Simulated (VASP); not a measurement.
# Pb (Imma) in VASP: single point with PBEsol

Aim: the single point of Pb with PBEsol.

Everything below comes from runs of VASP 6.6.1. Logs are shortened: lines on timing, memory, paths and dates and some standing lists are left out, and cuts for length are marked.

### Step 1. The cell of the first run

Symmetry: Imma, No. 74, orthorhombic system. The conventional cell has a = 4.863 Å, b = 4.863 Å, c = 6.878 Å, α = 90.00°, β = 90.00°, γ = 90.00°. Pb (site symmetry mm2) has 4 Pb at 2.89 to 3.07 Å within 3.8 Å.

### Step 2. Single point, PBEsol (one atom moved)

INCAR reads:

```
  PREC = Accurate
  ENCUT = 520
  EDIFF = 1E-7
  ISMEAR = 0
  SIGMA = 0.1
  LREAL = F
  LASPH = T
  NELM = 60
  ALGO = Fast
  ISIF = 2
  LWAVE = F
  LCHARG = T
  GGA = PS
  LELF = T
  LVHAR = T
  NBANDS = 21
```

KPOINTS reads:

```
regular mesh
0
Gamma
  10 10 10
```

POSCAR reads:

```
Pb
1.0
    0.0000000000      3.4390000555      3.4390000555
    3.4390000555      0.0000000000      3.4390000555
    3.4390000555      3.4390000555      0.0000000000
Pb
2
Direct
    0.5218086650      0.4781913350      0.5218086650
    0.7500000000      0.7500000000      0.7500000000
```

Potentials or basis: VASP PAW PBE potentials, release 64 (Pb_d).

Started as:

```console
$ cat potpaw_PBE.64/Pb_d/POTCAR > POTCAR
$ mpirun -np 1 vasp_std > vasp.out
```

OUTCAR:

```text
PREC = Accurate
   ENCUT = 520
   EDIFF = 1E-7
   ISMEAR = 0
   LREAL = F
   LASPH = T
   NELM = 60
   ISIF = 2
   GGA = PS

 ion  position               nearest neighbor table
   1  0.522  0.478  0.522-   2 2.89   2 2.89   2 3.07   2 3.07
   2  0.750  0.750  0.750-   1 2.89   1 2.89   1 3.07   1 3.07

  LATTYP: Found a face centered cubic cell.
 ALAT       =     6.8780001110

  Lattice vectors:

 A1 = (   0.0000000000,   3.4390000555,   3.4390000555)
 A2 = (   3.4390000555,   0.0000000000,   3.4390000555)
 A3 = (   3.4390000555,   3.4390000555,   0.0000000000)

Analysis of symmetry for initial positions (statically):
=====================================================================
 Subroutine PRICEL returns:
 Original cell was already a primitive cell.

 Routine SETGRP: Setting up the symmetry group for a
 face centered cubic supercell.

 Subroutine GETGRP returns: Found  8 space group operations
 (whereof  4 operations were pure point group operations)
 out of a pool of 48 trial point group operations.

The static configuration has the point symmetry C_2v.
 The point group associated with its full space group is D_2h.

Analysis of symmetry for dynamics (positions and initial velocities):
=====================================================================
 Subroutine PRICEL returns:
 Original cell was already a primitive cell.

 Routine SETGRP: Setting up the symmetry group for a
 face centered cubic supercell.

 Subroutine GETGRP returns: Found  8 space group operations
 (whereof  4 operations were pure point group operations)
 out of a pool of 48 trial point group operations.

The dynamic configuration has the point symmetry C_2v.
 The point group associated with its full space group is D_2h.

 Subroutine INISYM returns: Found  8 space group operations
 (whereof  4 operations are pure point group operations),
 and found     1 'primitive' translations

----------------------------------------------------------------------------------------

                                     Primitive cell

  volume of cell :      81.3442

  direct lattice vectors                    reciprocal lattice vectors
     0.000000000  3.439000056  3.439000056    -0.145391100  0.145391100  0.145391100
     3.439000056  0.000000000  3.439000056     0.145391100 -0.145391100  0.145391100
     3.439000056  3.439000056  0.000000000     0.145391100  0.145391100 -0.145391100

  length of vectors
[... 74 lines left out ...]
   ISTART =      0    job   : 0-new  1-cont  2-samecut
   ICHARG =      2    charge: 1-file 2-atom 10-const
   ISPIN  =      1    spin polarized calculation?
   LNONCOLLINEAR =      F non collinear calculations
   LSORBIT =      F    spin-orbit coupling
   LASPH  =      T    aspherical Exc in radial PAW
   ENCUT  =  520.0 eV  38.22 Ry    6.18 a.u.   9.04  9.04  9.04*2*pi/ulx,y,z
   NELM   =     60;   NELMIN=  2; NELMDL= -5     # of ELM steps
   EDIFF  = 0.1E-06   stopping-criterion for ELM
   LREAL  =      F    real-space projection
   EDIFFG = 0.1E-05   stopping-criterion for IOM
   NSW    =      0    number of steps for IOM
   IBRION =     -1    ionic relax: 0-MD 1-quasi-New 2-CG
   NFREE  =      0    steps in history (QN), initial steepest desc. (CG)
   ISIF   =      2    stress and relaxation
   ISYM   =      2    0-nonsym 1-usesym 2-fastsym
   POTIM  = 0.5000    time-step for ionic-motion
   TEBEG  =    0.0;   TEEND  =   0.0 temperature during run
   PSTRESS=    0.0 pullay stress
   NELECT =      28.0000    total number of electrons
   NUPDOWN=      -1.0000    fix difference up-down
   EMIN   =  10.00;   EMAX   =-10.00  energy-range for DOS
   EFERMI =   0.00;   METHOD = LEGACY
   ISMEAR =     0;   SIGMA  =   0.10  broadening in eV -4-tet -1-fermi 0-gaus
   EFERMI_NEDOS =   21; number of points for ismear=-14 and -15
   IALGO  =     68    algorithm
   IMIX   =      4    mixing-type and parameters
     AMIX     =   0.40;   BMIX     =  1.00
     AMIX_MAG =   1.60;   BMIX_MAG =  1.00
  volume/ion in A,a.u.               =      40.67       274.47
  Fermi-wavevector in a.u.,A,eV,Ry     =   1.147322  2.168124 17.909999  1.316348
  Thomas-Fermi vector in A             =   2.284002
   LORBIT       =      0    0 simple, 1 ext, 2 COOP (PROOUT), +10 PAW based schemes
   GGA     = PS    functional components
   LHFCALC =     F    Hartree Fock is set to
   AEXX    =    0.0000 exact exchange contribution
   IVDW    =     0    specifies the selected vdW correction
   LEPSILON=     F    determine dielectric tensor
   LRPA    =     F    only Hartree local field effects (RPA)
 non-spin polarized calculation
 RMM-DIIS sequential band-by-band and
 Gauss-broadening in eV      SIGMA  =   0.10
  energy-cutoff  :      520.00
  volume of cell :       81.34
 maximum number of plane-waves:      2206
   NGX = 19   NGY = 19   NGZ = 19

 number of electron      28.0000004 magnetization

 Free energy of the ion-electron system (eV)
  ---------------------------------------------------
  ext. energy  EPLUGINS =         0.00000000
  ---------------------------------------------------
  free energy    TOTEN  =        -7.29288612 eV

  energy without entropy =       -7.29054820  energy(sigma->0) =       -7.29171716

 E-fermi :   4.1777     XC(G=0):  -8.6185

 val. band max:        4.1708100854   @ k =  -0.4000   0.1000   0.0000
 cond. band min:       4.2226593607   @ k =   0.5000   0.1000   0.0000
 fundamental gap:      0.0518492753
 Fermi energy:         4.1776602191

 k-point     1 :       0.0000    0.0000    0.0000
  band No.  band energies     occupation
      1     -13.0283      2.00000
      2     -12.9974      2.00000
      3     -12.9157      2.00000
      4     -12.9056      2.00000
      5     -12.8947      2.00000
      6     -12.4960      2.00000
[... 565 lines left out ...]
     20      11.6958      0.00000
     21      12.4578      0.00000

 [... further k-points ...]
[... 5 lines left out ...]
  --------------------------------------------------------------------------------------
  -------------------------------------------------------------------------------------
  Total        0.3905468      0.1701171      0.3905468      0.0000000      0.0000000      1.0738627
  in kB        7.6923163      3.3506726      7.6923163      0.0000000      0.0000000     21.1510921
  external PRESSURE =       6.2451017 kB  Pullay stress =       0.0000000 kB

 VOLUME and BASIS-vectors are now :
 -----------------------------------------------------------------------------
  energy-cutoff  :      520.00
  volume of cell :       81.34
      direct lattice vectors                 reciprocal lattice vectors
     0.000000000  3.439000056  3.439000056    -0.145391100  0.145391100  0.145391100
     3.439000056  0.000000000  3.439000056     0.145391100 -0.145391100  0.145391100
     3.439000056  3.439000056  0.000000000     0.145391100  0.145391100 -0.145391100

 POSITION                                       TOTAL-FORCE (eV/Angst)
 -----------------------------------------------------------------------------------
      3.43900      3.58900      3.43900         0.000000     -0.724397      0.000000
      5.15850      5.15850      5.15850        -0.000000      0.724397     -0.000000
 -----------------------------------------------------------------------------------
    total drift:                                0.000000     -0.000007      0.000000

  FREE ENERGIE OF THE ION-ELECTRON SYSTEM (eV)
  ---------------------------------------------------
  free  energy   TOTEN  =        -7.2928861182 eV

  energy  without entropy=       -7.2905481954  energy(sigma->0) =       -7.29171716
```

OSZICAR:

```text
N       E                     dE             d eps       ncg     rms          rms(c)
DAV:   1     0.296102616544E+03    0.29610E+03   -0.13976E+04  7182   0.148E+03
DAV:   2     0.152014718659E+02   -0.28090E+03   -0.27467E+03  7217   0.393E+02
DAV:   3    -0.653706532546E+01   -0.21739E+02   -0.21577E+02  8788   0.137E+02
DAV:   4    -0.730515526316E+01   -0.76809E+00   -0.76780E+00  8340   0.312E+01
DAV:   5    -0.734550105613E+01   -0.40346E-01   -0.40345E-01 10117   0.650E+00    0.158E+00
RMM:   6    -0.730766888513E+01    0.37832E-01   -0.30435E-02  8451   0.221E+00    0.900E-01
RMM:   7    -0.729126250505E+01    0.16406E-01   -0.42831E-02  8140   0.230E+00    0.160E-01
RMM:   8    -0.729228494462E+01   -0.10224E-02   -0.11807E-02  9130   0.138E+00    0.546E-02
RMM:   9    -0.729275583428E+01   -0.47089E-03   -0.47836E-03  9738   0.763E-01    0.665E-02
RMM:  10    -0.729278079839E+01   -0.24964E-04   -0.16968E-03  8652   0.558E-01    0.165E-02
RMM:  11    -0.729288266313E+01   -0.10186E-03   -0.10559E-03 12150   0.267E-01    0.124E-02
RMM:  12    -0.729288532920E+01   -0.26661E-05   -0.55780E-05  9092   0.632E-02    0.597E-03
RMM:  13    -0.729288669179E+01   -0.13626E-05   -0.14227E-05 11791   0.307E-02    0.504E-03
RMM:  14    -0.729288627519E+01    0.41660E-06   -0.15175E-06  9640   0.119E-02    0.274E-03
RMM:  15    -0.729288607853E+01    0.19666E-06   -0.50534E-07  6836   0.700E-03    0.606E-04
RMM:  16    -0.729288611824E+01   -0.39707E-07   -0.13071E-07  4636   0.434E-03
   1 F= -.72928861E+01 E0= -.72917172E+01  d E =-.233792E-02
```

It took 3.4 min on 1 thread of Intel Xeon Platinum 8488C (Sapphire Rapids), shared host; peak memory 0.36 GiB.

Results:

```yaml
Free_energy: -7.2929 eV
Pressure: 0.6 GPa
Largest_force: 0.724 eV/Å
Band_gap_on_the_k_mesh: zero (band 14 reaches 4.60 eV, above the bottom of band 15 at 3.65 eV)
```

Forces in eV/Å, atoms in the order of the input:
```
Pb   0.000 -0.724  0.000
Pb   0.000  0.724  0.000
```

Caveat: the cell differs from its parent crystal (one atom moved); the PAW data sets were made with another functional, which shifts forces and pressure a little; spin-orbit coupling is left out, which moves the levels of the heavy elements.
